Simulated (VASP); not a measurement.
Set up this calculation in VASP 6.6.1, as the native input.

| Property | Result |
| --- | --- |
| Task | single point |
| Functional | r2SCAN |
| Potentials or basis | VASP PAW PBE potentials, release 64 (P) |
| Cutoff | 520 eV |
| k mesh | 16 × 16 × 4 |
| Occupations | fermi-dirac, width 0.1 eV |
| Spin | no spin polarisation |
| Dipole correction | no |
| Further INCAR settings | ALGO = Normal; EDIFF = 1e-07; NBANDS = 18 |

The system is P.

```
CELL_PARAMETERS angstrom
2.50142 0.00000 0.00000
-1.25071 2.16630 0.00000
0.00000 0.00000 9.68457
ATOMIC_POSITIONS crystal
P 0.00000 0.00000 0.00000
P 0.00000 0.00000 0.50000
P 0.33333 0.66667 0.25000
P 0.66667 0.33333 0.75000
```

This cell differs from its parent crystal: volume scaled by 0.88.

One way to write it, as run:

POSCAR

```
P
1.0
    2.5014235807      0.0000000000      0.0000000000
   -1.2507117903      2.1662963665      0.0000000000
    0.0000000000      0.0000000000      9.6845708071
P
4
Direct
    1.0000000000      1.0000000000      1.0000000000
    1.0000000000      1.0000000000      0.5000000000
    0.3333333333      0.6666666667      0.2500000000
    0.6666666667      0.3333333333      0.7500000000
```

INCAR.step1

```
PREC = Accurate ; ENCUT = 520
ISMEAR = -1 ; SIGMA = 0.1
LREAL = F ; LASPH = T
NELM = 80 ; NBANDS = 18
GGA = PE ; ALGO = Normal
EDIFF = 1E-4 ; LWAVE = T
LCHARG = F
```

INCAR.step2

```
PREC = Accurate ; ENCUT = 520
EDIFF = 1E-7 ; ISMEAR = -1
SIGMA = 0.1 ; LREAL = F
LASPH = T ; NELM = 80
ALGO = Normal ; ISIF = 2
LWAVE = F ; LCHARG = F
METAGGA = R2SCAN ; LMIXTAU = T
NBANDS = 18 ; ISTART = 1
```

KPOINTS

```
Automatic mesh
0
Gamma
  16 16 4
```

Potentials or basis: VASP PAW PBE potentials, release 64 (P).

Command:

```bash
$ cat potpaw_PBE.64/P/POTCAR > POTCAR
$ cp INCAR.step1 INCAR
$ mpirun -np 1 vasp_std > vasp.out
$ cp INCAR.step2 INCAR
$ mpirun -np 1 vasp_std > vasp.out
```

Results of the run:

```yaml
Pressure: 13.5 GPa
Band_gap_on_the_k_mesh: zero (band 10 reaches 20.17 eV, above the bottom of band 11 at 7.13 eV)
```

Caveat: the PAW data sets were made with another functional, which shifts forces and pressure a little.

Run time: 2.5 min on 1 thread of Intel(R) Xeon(R) 6975P-C (Granite Rapids) (shared host), peak memory 0.2 GiB.
